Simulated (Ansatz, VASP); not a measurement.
## MnO in VASP and in Ansatz

The input INCAR:

```
PREC     = Accurate       # precision mode
ENCUT    = 700            # plane-wave cutoff, eV
EDIFF    = 1E-6           # SCF threshold, eV
ISMEAR   = 0              # smearing method
SIGMA    = 0.05           # smearing width, eV
LREAL    = False          # projectors in reciprocal space
LASPH    = True           # aspherical terms in the spheres
NELM     = 120            # most SCF steps
ALGO     = Normal         # electronic algorithm
ISIF     = 2              # what is computed and relaxed
LWAVE    = False          # write WAVECAR
LCHARG   = False          # write CHGCAR
GGA      = PE             # functional
NBANDS   = 18             # bands
GGA_COMPAT= False
```

File KPOINTS:

```
regular mesh
0
Gamma
  14 14 14
```

Contents of POSCAR:

```
MnO
1.0
    0.0000000000      2.0373341943      2.0373341943
    2.0373341943      0.0000000000      2.0373341943
    2.0373341943      2.0373341943      0.0000000000
Mn O
1 1
Direct
    0.0000000000      0.0000000000      0.0000000000
    0.5000000000      0.5000000000      0.5000000000
```

Input for Ansatz:

```yaml
crystal:
  lattice:
    - [0.0, 2.0373341943, 2.0373341943]
    - [2.0373341943, 0.0, 2.0373341943]
    - [2.0373341943, 2.0373341943, 0.0]
  atoms:
    - { symbol: Mn, position: [0.0, 0.0, 0.0] }
    - { symbol: O, position: [0.5, 0.5, 0.5] }
basis:
  ecutwfc: 420
  ecutrho_ratio: 4
kpoints:
  mp_grid: { grid: [14, 14, 14] }
hamiltonian:
  xc: pbe
scf:
  occupations: { method: gaussian, width: 0.05 }
output:
  forces: true
  stress: true
  eigenvalues: true
```

Alike in both runs: task single point; functional PBE; k mesh 14 × 14 × 14; occupations gaussian, width 0.05 eV; no spin polarisation.

|  | VASP | Ansatz |
| --- | --- | --- |
| version | VASP 6.6.1 | Ansatz 0.2.0 |
| potentials or method | VASP PAW PBE potentials, release 64 (Mn_sv, O), cutoff 700 eV | scalar-relativistic, plane waves, PAW |
| valence electrons in the cell | 21 | 21 |

```csv
,VASP,Ansatz,Ansatz less VASP
gap on the k mesh at the Fermi level (eV),none,none,-
pressure (GPa),4.3,5.2,+0.90
```

A gap of «none» marks a metal or a gap that the smearing closes. With one functional, cell and mesh, what is left measures potentials, basis and numerics.
